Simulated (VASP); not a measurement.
A run of VASP 6.6.1:

Contents of INCAR:

```
ALGO = Normal ; EDIFF = 1E-6
ENCUT = 520 ; GGA = RP
ISIF = 2 ; ISMEAR = 0
LASPH = True ; LCHARG = True
LELF = True ; LREAL = False
LVHAR = True ; LWAVE = False
NBANDS = 16 ; NELM = 80
PREC = Accurate ; SIGMA = 0.1
```

File KPOINTS:

```
k-points
0
Gamma
  8 8 8
```

Contents of POSCAR:

```
CdS
1.0
    0.0000000000      2.7532440000      2.7532440000
    2.7532440000      0.0000000000      2.7532440000
    2.7532440000      2.7532440000      0.0000000000
Cd S
1 1
Direct
    0.0000000000      0.0000000000      0.0000000000
    0.5000000000      0.5000000000      0.5000000000
```

Potentials or basis: VASP PAW PBE potentials, release 64 (Cd, S).

Command:

```console
$ cat potpaw_PBE.64/Cd/POTCAR potpaw_PBE.64/S/POTCAR > POTCAR
$ mpirun -np 1 vasp_std > vasp.out
```

Hardware: 1 thread of Intel(R) Xeon(R) Platinum 8375C CPU @ 2.90GHz (Ice Lake) (shared host).

**Question.** Estimate the wall time of this run.

**Answer.** Wall time 31 s on 1 thread of Intel(R) Xeon(R) Platinum 8375C CPU @ 2.90GHz (Ice Lake), on a shared host, peak memory 0.17 GiB. Counts: scf iterations 13, k points 29.
